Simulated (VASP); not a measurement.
## Hg: electric field gradients with PBEsol

Crystal: Hg.

```
Hg
1.0
     4.54000    0.00000    0.00000
    -2.27000    3.93176    0.00000
     0.00000    0.00000    3.94740
Hg
3
Direct
  0.33333 0.66667 0.50000
  0.00000 0.00000 0.00000
  0.66667 0.33333 0.50000
```

This cell differs from its parent crystal: zz strain of +2 %.

```
Program                : VASP 6.6.1
Task                   : electric field gradients
Functional             : PBEsol
Potentials or basis    : VASP PAW PBE potentials, release 64 (Hg)
Cutoff                 : 520 eV
k mesh                 : 8 × 8 × 9
Occupations            : fermi-dirac, width 0.05 eV
Spin                   : no spin polarisation
Dipole correction      : no
Further INCAR settings : ALGO = Normal; EDIFF = 1e-08; NBANDS = 25
```

The pressure is 7.9 GPa. The band gap on the k mesh is zero (bands 18 and 19 overlap by 5.11 eV). The largest electric field gradient by atom is Hg +337.1, +24.2 (each value once) V/Å².

Stress tensor (GPa, compression positive):
```
12.23  0.00  0.00
 0.00 12.23  0.00
 0.00  0.00 -0.89
```

Levels at points of the mesh, in eV from the Fermi level:
| k point | band 14 | band 15 | band 16 | band 17 | band 18 | band 19 | band 20 | band 21 | band 22 | band 23 |
| --- | --- | --- | --- | --- | --- | --- | --- | --- | --- | --- |
| (0.00, 0.00, 0.00) | -6.61 | -5.92 | -5.92 | 0.30 | 1.68 | 2.73 | 3.60 | 3.60 | 3.91 | 3.91 |
| (0.50, 0.00, 0.00) | -6.25 | -5.88 | -5.70 | -4.94 | -0.59 | 0.27 | 5.80 | 5.84 | 6.67 | 7.45 |

Electric field gradients, principal values (V/Å²):
```tsv
atom	least	middle	greatest (by size)
1 Hg	-168.551	-168.553	337.104
2 Hg	-12.115	-12.117	24.232
3 Hg	-168.551	-168.553	337.104
```

It took 2.1 min on 1 thread of Intel Xeon 8259CL (shared host), peak memory 0.22 GiB.

Caveat: the cell differs from its parent crystal (zz strain of +2 %); the cell stands under pressure; without QUAD_EFG the Cq values of the log hold for a quadrupole moment of 1 mb, not for the nuclei; the PAW data sets were made with another functional, which shifts forces and pressure a little; spin-orbit coupling is left out, which moves the levels of the heavy elements.
